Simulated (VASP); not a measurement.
Sn, 3 atoms in the cell. Symmetry: P6/mmm, No. 191, hexagonal system. Conventional cell: a = 5.448 Å, b = 5.448 Å, c = 3.319 Å, α = 90.00°, β = 90.00°, γ = 120.00°. Within 4.4 Å of Sn (site symmetry 6/mmm) lie 14 Sn at 3.32 to 3.56 Å. Sn (site symmetry -6m2) has 11 Sn at 3.15 to 3.56 Å within 4.1 Å.  This cell differs from its parent crystal: volume scaled by 1.08.

```yaml
Program: VASP 6.6.1
Task: single point
Functional: PBEsol
Potentials_or_basis: VASP PAW PBE potentials, release 64 (Sn_d)
Cutoff: 520 eV
k_mesh: 8 × 8 × 11
Occupations: fermi-dirac, width 0.1 eV
Spin: no spin polarisation
Dipole_correction: no
Further_INCAR_settings: ALGO = Normal; EDIFF = 1e-06; NBANDS = 28
```

Potentials or basis: VASP PAW PBE potentials, release 64 (Sn_d).

The run is started by

```bash
$ cat potpaw_PBE.64/Sn_d/POTCAR > POTCAR
$ mpirun -np 1 vasp_std > vasp.out
```

Hardware: 1 thread of Intel Xeon 6975P-C, with other jobs on the host.

Problem. How long does it take, and how much memory?

Solution. It took 2.3 min on 1 thread of Intel Xeon 6975P-C, on a shared host, peak memory 0.27 GiB. Counts: scf iterations 12, k points 60.
